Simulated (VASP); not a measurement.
# Mg (P6_3/mmc) in VASP: further runs

Runs on Mg. Level: r2SCAN. Tasks: single point.

Program: VASP 6.6.1. These are calculated values, not measurements. Logs are shortened: lines on timing, memory, paths and dates and some standing lists are left out, and cuts for length are marked.

## 1. The cell of the first run

It takes space group P6_3/mmc (No. 194, hexagonal). Conventional cell: a = 3.186 Å, b = 3.186 Å, c = 5.137 Å, α = 90.00°, β = 90.00°, γ = 120.00°. Within 4.2 Å of Mg (site symmetry -6m2) lie 12 Mg at 3.16 to 3.19 Å.

## 2. Single point, r2SCAN (22.58 Å³/atom)

POSCAR reads:

```
Mg
1.0
    3.1858925526      0.0000000000      0.0000000000
   -1.5929462763      2.7590638843      0.0000000000
    0.0000000000      0.0000000000      5.1366225326
Mg
2
Direct
    0.3333333333      0.6666666667      0.2500000000
    0.6666666667      0.3333333333      0.7500000000
```

INCAR.step1 reads:

```
PREC     = Accurate       # precision mode
ENCUT    = 520            # plane-wave cutoff, eV
ISMEAR   = 0              # smearing method
SIGMA    = 0.05           # smearing width, eV
LREAL    = F              # projectors in reciprocal space
LASPH    = T              # aspherical terms in the spheres
NELM     = 80             # most SCF steps
NBANDS   = 9              # bands
GGA      = PE             # functional
ALGO     = Normal         # electronic algorithm
EDIFF    = 1E-4           # SCF threshold, eV
LWAVE    = T              # write WAVECAR
LCHARG   = F              # write CHGCAR
```

INCAR.step2 reads:

```
PREC     = Accurate       # precision mode
ENCUT    = 520            # plane-wave cutoff, eV
EDIFF    = 1E-6           # SCF threshold, eV
ISMEAR   = 0              # smearing method
SIGMA    = 0.05           # smearing width, eV
LREAL    = F              # projectors in reciprocal space
LASPH    = T              # aspherical terms in the spheres
NELM     = 80             # most SCF steps
ALGO     = Normal         # electronic algorithm
ISIF     = 2              # what is computed and relaxed
LWAVE    = F              # write WAVECAR
LCHARG   = T              # write CHGCAR
METAGGA  = R2SCAN         # meta-GGA
LMIXTAU  = T            
LELF     = T              # ELF
LVHAR    = T            
NBANDS   = 9              # bands
ISTART   = 1
```

KPOINTS reads:

```
regular mesh
0
Gamma
  16 16 10
```

Potentials or basis: VASP PAW PBE potentials, release 64 (Mg).

Launch:

```
$ cat potpaw_PBE.64/Mg/POTCAR > POTCAR
$ cp INCAR.step1 INCAR
$ mpirun -np 1 vasp_std > vasp.out
$ cp INCAR.step2 INCAR
$ mpirun -np 1 vasp_std > vasp.out
```

OUTCAR:

```text
PREC = Accurate
   ENCUT = 520
   EDIFF = 1E-6
   ISMEAR = 0
   LREAL = F
   LASPH = T
   NELM = 80
   ISIF = 2
   METAGGA = R2SCAN
   ISTART = 1

 ion  position               nearest neighbor table
   1  0.333  0.667  0.250-   2 3.16   2 3.16   2 3.16   2 3.16   2 3.16   2 3.16
   2  0.667  0.333  0.750-   1 3.16   1 3.16   1 3.16   1 3.16   1 3.16   1 3.16

  LATTYP: Found a hexagonal cell.
 ALAT       =     3.1858925526
 C/A-ratio  =     1.6123025017

  Lattice vectors:

 A1 = (   3.1858925526,   0.0000000000,   0.0000000000)
 A2 = (  -1.5929462763,   2.7590638843,   0.0000000000)
 A3 = (   0.0000000000,   0.0000000000,   5.1366225326)

Analysis of symmetry for initial positions (statically):
=====================================================================
 Subroutine PRICEL returns:
 Original cell was already a primitive cell.

 Routine SETGRP: Setting up the symmetry group for a
 hexagonal supercell.

 Subroutine GETGRP returns: Found 24 space group operations
 (whereof 12 operations were pure point group operations)
 out of a pool of 24 trial point group operations.

The static configuration has the point symmetry D_3d.
 The point group associated with its full space group is D_6h.

Analysis of symmetry for dynamics (positions and initial velocities):
=====================================================================
 Subroutine PRICEL returns:
 Original cell was already a primitive cell.

 Routine SETGRP: Setting up the symmetry group for a
 hexagonal supercell.

 Subroutine GETGRP returns: Found 24 space group operations
 (whereof 12 operations were pure point group operations)
 out of a pool of 24 trial point group operations.

The dynamic configuration has the point symmetry D_3d.
 The point group associated with its full space group is D_6h.

 Subroutine INISYM returns: Found 24 space group operations
 (whereof 12 operations are pure point group operations),
 and found     1 'primitive' translations

----------------------------------------------------------------------------------------

                                     Primitive cell

  volume of cell :      45.1513

  direct lattice vectors                    reciprocal lattice vectors
     3.185892553  0.000000000  0.000000000     0.313883781  0.181220885  0.000000000
    -1.592946276  2.759063884  0.000000000     0.000000000  0.362441771  0.000000000
     0.000000000  0.000000000  5.136622533     0.000000000  0.000000000  0.194680453

  length of vectors
     3.185892553  3.185892553  5.136622533     0.362441771  0.362441771  0.194680453

  position of ions in fractional coordinates (direct lattice)
     0.333333333  0.666666667  0.250000000
     0.666666667  0.333333333  0.750000000

  ion indices of the primitive-cell ions
   primitive index   ion index
                 1           1
                 2           2

----------------------------------------------------------------------------------------

 KPOINTS: regular mesh

Automatic generation of k-mesh.
 Grid dimensions read from file:
 generate k-points for:   16   16   10

 Generating k-lattice:

  Cartesian coordinates                     Fractional coordinates (reciprocal lattice)
     0.019617736  0.011326305  0.000000000     0.062500000  0.000000000  0.000000000
     0.000000000  0.022652611  0.000000000     0.000000000  0.062500000  0.000000000
     0.000000000  0.000000000  0.019468045     0.000000000  0.000000000  0.100000000

  Length of vectors
     0.022652611  0.022652611  0.019468045

  Shift w.r.t. Gamma in fractional coordinates (k-lattice)
     0.000000000  0.000000000  0.000000000

 Subroutine IBZKPT returns following result:
 ===========================================

 Found    180 irreducible k-points:

 Following reciprocal coordinates:
            Coordinates               Weight
  0.000000  0.000000  0.000000      1.000000
  0.062500 -0.000000  0.000000      6.000000
  0.125000 -0.000000  0.000000      6.000000
  0.187500 -0.000000  0.000000      6.000000
  0.250000 -0.000000  0.000000      6.000000
  0.312500 -0.000000  0.000000      6.000000
[... 16 lines left out ...]
  0.187500  0.187500  0.000000      6.000000
  0.250000  0.187500  0.000000     12.000000
 [... further k-points ...]
   k-points           NKPTS =    180   k-points in BZ     NKDIM =    180   number of bands    NBANDS=      9
   number of dos      NEDOS =    301   number of ions     NIONS =      2
   total plane-waves  NPLWV =  23040
   dimension x,y,z NGX =    24 NGY =   24 NGZ =   40
   dimension x,y,z NGXF=    48 NGYF=   48 NGZF=   80
   ions per type =               2
   NGX,Y,Z   is equivalent  to a cutoff of  12.52, 12.52, 12.95 a.u.
   NGXF,Y,Z  is equivalent  to a cutoff of  25.05, 25.05, 25.89 a.u.
 SYSTEM =  unknown system
   PREC   = accura    normal or accurate (medium, high low for compatibility)
   ISTART =      1    job   : 0-new  1-cont  2-samecut
   ICHARG =      0    charge: 1-file 2-atom 10-const
[... 59 lines left out ...]
 fundamental gap:      0.0569701453
 Fermi energy:         2.7578302443

 k-point     1 :       0.0000    0.0000    0.0000
  band No.  band energies     occupation
      1      -4.7291      2.00000
      2       0.8399      2.00000
      3       1.6069      2.00000
      4      14.4581      0.00000
      5      14.4581      0.00000
      6      14.6327      0.00000
      7      14.6328      0.00000
      8      15.4705      0.00000
      9      17.2794      0.00000

 k-point     2 :       0.0625   -0.0000    0.0000
  band No.  band energies     occupation
      1      -4.6466      2.00000
      2       0.9159      2.00000
      3       1.6852      2.00000
      4      12.7230      0.00000
      5      13.5159      0.00000
      6      14.3559      0.00000
      7      15.6825      0.00000
      8      16.3121      0.00000
      9      17.7047      0.00000

 k-point     3 :       0.1250   -0.0000    0.0000
  band No.  band energies     occupation
      1      -4.3997      2.00000
      2       1.1440      2.00000
      3       1.9181      2.00000
      4      10.6659      0.00000
      5      12.6222      0.00000
      6      13.4021      0.00000
      7      15.7262      0.00000
      8      16.3659      0.00000
      9      16.7875      0.00000

 k-point     4 :       0.1875   -0.0000    0.0000
  band No.  band energies     occupation
      1      -3.9895      2.00000
      2       1.5243      2.00000
      3       2.2979      2.00000
      4       8.6861      0.00000
      5      11.8639      0.00000
      6      12.3704      0.00000
      7      13.7379      0.00000
      8      15.2509      0.00000
      9      16.7140      0.00000

 k-point     5 :       0.2500   -0.0000    0.0000
  band No.  band energies     occupation
      1      -3.4182      2.00000
      2       2.0572      2.00000
      3       2.8018      0.21414
      4       6.8481      0.00000
      5      11.2435      0.00000
      6      11.2970      0.00000
      7      11.8516      0.00000
      8      14.0534      0.00000
      9      16.0178      0.00000

 k-point     6 :       0.3125   -0.0000    0.0000
  band No.  band energies     occupation
      1      -2.6887      2.00000
      2       2.7431      1.32369
      3       3.3136      0.00000
      4       5.2762      0.00000
      5      10.0992      0.00000
      6      10.1565      0.00000
      7      10.7614      0.00000
      8      13.0979      0.00000
      9      15.4683      0.00000
[... 169 lines left out ...]
 k-point    21 :       0.3750    0.1250    0.0000
  band No.  band energies     occupation
      1      -0.5365      2.00000
      2       1.9242      2.00000
      3       4.8008      0.00000
      4       5.5565      0.00000
      5       6.9148      0.00000
      6       7.2693      0.00000
      7       9.1618      0.00000
      8      12.1937      0.00000
      9      13.5010      0.00000

 k-point    22 :       0.4375    0.1250    0.0000
  band No.  band energies     occupation
      1       0.5492      2.00000
      2       0.7229      2.00000
      3       5.8089      0.00000
      4       6.0670      0.00000
      5       6.1079      0.00000
      6       6.6130      0.00000
      7       8.7261      0.00000
      8      12.1145      0.00000
      9      13.4343      0.00000

 k-point    23 :       0.1875    0.1875    0.0000
  band No.  band energies     occupation
      1      -2.5273      2.00000
      2       2.8956      0.00010
      3       3.5141      0.00000
      4       6.1177      0.00000
      5       6.8834      0.00000
      6      11.1758      0.00000
      7      11.8333      0.00000
      8      12.1879      0.00000
      9      13.2231      0.00000

 k-point    24 :       0.2500    0.1875    0.0000
  band No.  band energies     occupation
      1      -1.7249      2.00000
      2       3.6583      0.00000
      3       3.8023      0.00000
      4       4.9655      0.00000
      5       6.3495      0.00000
      6       9.7477      0.00000
      7      10.9995      0.00000
      8      11.1152      0.00000
      9      12.5658      0.00000

 [... further k-points ...]

------------------------ aborting loop because EDIFF is reached ----------------------------------------

  FORCE on cell =-STRESS in cart. coord.  units (eV):
  Direction    XX          YY          ZZ          XY          YZ          ZX
  --------------------------------------------------------------------------------------
  -------------------------------------------------------------------------------------
  Total       -0.0644796     -0.0644796     -0.0812242      0.0000000     -0.0000000      0.0000000
  in kB       -2.2880338     -2.2880338     -2.8822091      0.0000000     -0.0000000      0.0000000
  external PRESSURE =      -2.4860922 kB  Pullay stress =       0.0000000 kB

 VOLUME and BASIS-vectors are now :
 -----------------------------------------------------------------------------
  energy-cutoff  :      520.00
  volume of cell :       45.15
      direct lattice vectors                 reciprocal lattice vectors
     3.185892553  0.000000000  0.000000000     0.313883781  0.181220885  0.000000000
    -1.592946276  2.759063884  0.000000000     0.000000000  0.362441771  0.000000000
     0.000000000  0.000000000  5.136622533     0.000000000  0.000000000  0.194680453

 POSITION                                       TOTAL-FORCE (eV/Angst)
 -----------------------------------------------------------------------------------
     -0.00000      1.83938      1.28416        -0.000000      0.000000      0.000000
      1.59295      0.91969      3.85247         0.000000     -0.000000      0.000000
 -----------------------------------------------------------------------------------
    total drift:                               -0.000000      0.000000     -0.000000

  FREE ENERGIE OF THE ION-ELECTRON SYSTEM (eV)
  ---------------------------------------------------
  free  energy   TOTEN  =        -8.2897645094 eV

  energy  without entropy=       -8.2888503061  energy(sigma->0) =       -8.28930741
```

It took 50 s on 1 thread of Intel Xeon 6975P-C (Granite Rapids), shared host; peak memory 0.21 GiB.

What came out:

```yaml
Free_energy: -8.2898 eV
Pressure: -0.2 GPa
Band_gap_on_the_k_mesh: zero (bands 2 and 3 overlap by 2.15 eV)
```

Caveat: the PAW data sets were made with another functional, which shifts forces and pressure a little.

## 3. Single point, r2SCAN (22.88 Å³/atom)

This run uses another cell than the first one, of 22.88 Å³/atom.

POSCAR reads:

```
Mg
1.0
    3.2000178986      0.0000000000      0.0000000000
   -1.6000089493      2.7712967928      0.0000000000
    0.0000000000      0.0000000000      5.1593968634
Mg
2
Direct
    0.3333333333      0.6666666667      0.2500000000
    0.6666666667      0.3333333333      0.7500000000
```

INCAR.step1 reads:

```
PREC     = Accurate       # precision mode
ENCUT    = 520            # plane-wave cutoff, eV
ISMEAR   = 0              # smearing method
SIGMA    = 0.05           # smearing width, eV
LREAL    = False          # projectors in reciprocal space
LASPH    = True           # aspherical terms in the spheres
NELM     = 100            # most SCF steps
NBANDS   = 9              # bands
GGA      = PE             # functional
ALGO     = Normal         # electronic algorithm
EDIFF    = 1E-4           # SCF threshold, eV
LWAVE    = True           # write WAVECAR
LCHARG   = False          # write CHGCAR
```

INCAR.step2 reads:

```
PREC     = Accurate       # precision mode
ENCUT    = 520            # plane-wave cutoff, eV
EDIFF    = 1E-6           # SCF threshold, eV
ISMEAR   = 0              # smearing method
SIGMA    = 0.05           # smearing width, eV
LREAL    = False          # projectors in reciprocal space
LASPH    = True           # aspherical terms in the spheres
NELM     = 100            # most SCF steps
ALGO     = Normal         # electronic algorithm
ISIF     = 2              # what is computed and relaxed
LWAVE    = False          # write WAVECAR
LCHARG   = True           # write CHGCAR
METAGGA  = R2SCAN         # meta-GGA
LMIXTAU  = True         
LELF     = True           # ELF
LVHAR    = True         
NBANDS   = 9              # bands
ISTART   = 1
```

KPOINTS reads:

```
Automatic mesh
0
Gamma
  16 16 10
```

Potentials or basis: VASP PAW PBE potentials, release 64 (Mg).

Launch:

```
$ cat potpaw_PBE.64/Mg/POTCAR > POTCAR
$ cp INCAR.step1 INCAR
$ mpirun -np 1 vasp_std > vasp.out
$ cp INCAR.step2 INCAR
$ mpirun -np 1 vasp_std > vasp.out
```

Run time: 57 s. Hardware: 1 thread of Intel Xeon 6975P-C (Granite Rapids), shared host; peak memory 0.21 GiB.

It converged, with:

* Free energy: -8.2878 eV
* Pressure: -0.8 GPa
* Band gap on the k mesh: zero (bands 2 and 3 overlap by 2.14 eV)

Levels at points of the mesh, in eV from the Fermi level:
| k point | band 1 | band 2 | band 3 | band 4 | band 5 | band 6 | band 7 |
| --- | --- | --- | --- | --- | --- | --- | --- |
| (0.00, 0.00, 0.00) | -7.43 | -1.90 | -1.15 | 11.62 | 11.62 | 11.77 | 11.77 |
| (0.50, 0.00, 0.00) | -2.42 | -2.26 | 2.81 | 3.11 | 3.61 | 4.04 | 7.31 |
| (0.00, 0.00, 0.50) | -5.93 | -5.93 | 5.49 | 5.49 | 12.39 | 12.39 | 12.39 |
| (0.50, 0.00, 0.50) | -1.29 | -1.29 | -0.42 | -0.42 | 8.52 | 8.52 | 8.58 |

Caveat: the PAW data sets were made with another functional, which shifts forces and pressure a little.

## 4. Single point, r2SCAN

This run uses another cell than the first one, of 22.98 Å³/atom.

POSCAR reads:

```
Mg
1.0
    3.1959118708      0.0000000000      0.0000000000
   -1.5979559354      2.7677408684      0.0000000000
    0.0000000000      0.0000000000      5.1951215904
Mg
2
Direct
    0.3333333333      0.6666666667      0.2500000000
    0.6666666667      0.3333333333      0.7500000000
```

INCAR.step1 reads:

```
SYSTEM = Mg
  ALGO = Normal
  EDIFF = 1E-4
  ENCUT = 520
  GGA = PE
  ISMEAR = 0
  LASPH = .True.
  LCHARG = .False.
  LREAL = .False.
  LWAVE = .True.
  NBANDS = 9
  NELM = 100
  PREC = Accurate
  SIGMA = 0.05
```

INCAR.step2 reads:

```
SYSTEM = Mg
  ALGO = Normal
  EDIFF = 1E-7
  ENCUT = 520
  ISIF = 2
  ISMEAR = 0
  ISTART = 1
  LASPH = .True.
  LCHARG = .False.
  LMIXTAU = .True.
  LREAL = .False.
  LWAVE = .False.
  METAGGA = R2SCAN
  NBANDS = 9
  NELM = 100
  PREC = Accurate
  SIGMA = 0.05
```

KPOINTS reads:

```
k-points
0
Gamma
  16 16 10
  0 0 0
```

Launch:

```
$ cat potpaw_PBE.64/Mg/POTCAR > POTCAR
$ cp INCAR.step1 INCAR
$ mpirun -np 1 vasp_std > vasp.out
$ cp INCAR.step2 INCAR
$ mpirun -np 1 vasp_std > vasp.out
```

It took 75 s on 1 thread of Intel Xeon 6975P-C (Granite Rapids), shared host; peak memory 0.21 GiB.

Results (log left out):

```
Free energy            : -8.2866 eV
Pressure               : -0.9 GPa
Band gap on the k mesh : zero (bands 2 and 3 overlap by 2.24 eV)
```

Stress tensor (GPa, compression positive):
```
-0.84  0.00  0.00
 0.00 -0.84  0.00
 0.00  0.00 -1.07
```

Levels at points of the mesh, in eV from the Fermi level:
```
           k point  band 1  band 2  band 3  band 4  band 5  band 6  band 7
(0.00, 0.00, 0.00)   -7.40   -1.93   -1.23   11.69   11.69   11.85   11.85
(0.50, 0.00, 0.00)   -2.38   -2.22    2.79    3.09    3.54    4.00    7.38
(0.00, 0.00, 0.50)   -5.93   -5.93    5.35    5.35   12.45   12.45   12.45
(0.50, 0.00, 0.50)   -1.27   -1.27   -0.41   -0.41    8.51    8.51    8.63
```

Caveat: the PAW data sets were made with another functional, which shifts forces and pressure a little.

## 5. Single point, r2SCAN (18.96 Å³/atom)

This run uses another cell than the first one, of 18.96 Å³/atom.

POSCAR reads:

```
Mg
1.0
    3.0060132235      0.0000000000      0.0000000000
   -1.5030066117      2.6032838156      0.0000000000
    0.0000000000      0.0000000000      4.8466026403
Mg
2
Direct
    0.3333333333      0.6666666667      0.2500000000
    0.6666666667      0.3333333333      0.7500000000
```

INCAR.step1 reads:

```
SYSTEM = Mg
ALGO = Normal ; EDIFF = 1E-4
ENCUT = 520 ; GGA = PE
ISMEAR = 0 ; LASPH = .True.
LCHARG = .False. ; LREAL = .False.
LWAVE = .True. ; NBANDS = 9
NELM = 80 ; PREC = Accurate
SIGMA = 0.05
```

INCAR.step2 reads:

```
SYSTEM = Mg
ALGO = Normal ; EDIFF = 1E-7
ENCUT = 520 ; ISIF = 2
ISMEAR = 0 ; ISTART = 1
LASPH = .True. ; LCHARG = .False.
LMIXTAU = .True. ; LREAL = .False.
LWAVE = .False. ; METAGGA = R2SCAN
NBANDS = 9 ; NELM = 80
PREC = Accurate ; SIGMA = 0.05
```

KPOINTS reads:

```
k-points
0
Gamma
  18 18 10
  0 0 0
```

Launch:

```
$ cat potpaw_PBE.64/Mg/POTCAR > POTCAR
$ cp INCAR.step1 INCAR
$ mpirun -np 1 vasp_std > vasp.out
$ cp INCAR.step2 INCAR
$ mpirun -np 1 vasp_std > vasp.out
```

It took 76 s on 1 thread of Intel Xeon 6975P-C (Granite Rapids), shared host; peak memory 0.21 GiB.

It converged, with:

| Property | Result |
| --- | --- |
| Free energy | -8.1224 eV |
| Pressure | 9.3 GPa |
| Band gap on the k mesh | zero (bands 2 and 3 overlap by 2.10 eV) |

Levels at points of the mesh, in eV from the Fermi level:
| k point | band 1 | band 2 | band 3 | band 4 | band 5 |
| --- | --- | --- | --- | --- | --- |
| (0.00, 0.00, 0.00) | -8.28 | -2.19 | -1.13 | 12.79 | 12.79 |
| (0.50, 0.00, 0.00) | -2.75 | -2.42 | 3.15 | 3.20 | 4.24 |
| (0.00, 0.00, 0.50) | -6.59 | -6.59 | 6.12 | 6.12 | 13.58 |
| (0.50, 0.00, 0.50) | -1.49 | -1.49 | -0.35 | -0.35 | 9.20 |

Caveat: the cell stands under pressure; the PAW data sets were made with another functional, which shifts forces and pressure a little.

## 6. The runs side by side

| cell | k mesh | gap on the mesh (eV) | pressure (GPa) |
| --- | --- | --- | --- |
| a = 3.186, b = 3.186, c = 5.137 Å, angles 90.0, 90.0, 120.0°, 2 atoms | 16 × 16 × 10 | none | -0.2 |
| a = 3.200, b = 3.200, c = 5.159 Å, angles 90.0, 90.0, 120.0°, 2 atoms | 16 × 16 × 10 | none | -0.8 |
| a = 3.196, b = 3.196, c = 5.195 Å, angles 90.0, 90.0, 120.0°, 2 atoms | 16 × 16 × 10 | none | -0.9 |
| a = 3.006, b = 3.006, c = 4.847 Å, angles 90.0, 90.0, 120.0°, 2 atoms | 18 × 18 × 10 | none | 9.3 |

Alike in all rows: task single point; level r2SCAN; potentials or basis VASP PAW PBE potentials, release 64 (Mg); no spin polarisation; cutoff (eV) 520; smearing gaussian 0.05 eV.

Caveats: the PAW data sets were made with another functional, which shifts forces and pressure a little; the cell stands under pressure (at least some runs).

Absolute energies hang on the potentials; compare differences alone.

The gap in the log of VASP goes by the Fermi energy; the results here count the filled bands.